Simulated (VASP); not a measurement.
B, 4 atoms in the cell. It takes space group P6_3/mmc (No. 194, hexagonal). The conventional cell has a = 1.625 Å, b = 1.625 Å, c = 13.294 Å, α = 90.00°, β = 90.00°, γ = 120.00°. Within 2.2 Å of B (site symmetry -3m) lie 6 B at 1.63 Å. B (site symmetry -6m2) has 6 B at 1.63 Å within 2.2 Å.  This cell differs from its parent crystal: volume scaled by 0.88.

```yaml
Program: VASP 6.6.1
Task: single point
Functional: LDA
Potentials_or_basis: VASP PAW LDA potentials, release 64 (B)
Cutoff: 520 eV
k_mesh: 24 × 24 × 3
Occupations: fermi-dirac, width 0.1 eV
Spin: no spin polarisation
Dipole_correction: no
Further_INCAR_settings: ALGO = Normal; EDIFF = 1e-06; NBANDS = 14
```

Potentials or basis: VASP PAW LDA potentials, release 64 (B).

The run is started by

```console
$ cat potpaw_LDA.64/B/POTCAR > POTCAR
$ mpirun -np 1 vasp_std > vasp.out
```

Hardware: 1 thread of AMD EPYC 9R45 96-Core Processor (Zen 5), on a shared host.

Problem. Estimate the wall time of this run.

Solution. It took 20 s on 1 thread of AMD EPYC 9R45 96-Core Processor (Zen 5) (shared host), peak memory 0.12 GiB. Counts: scf iterations 12, k points 122.
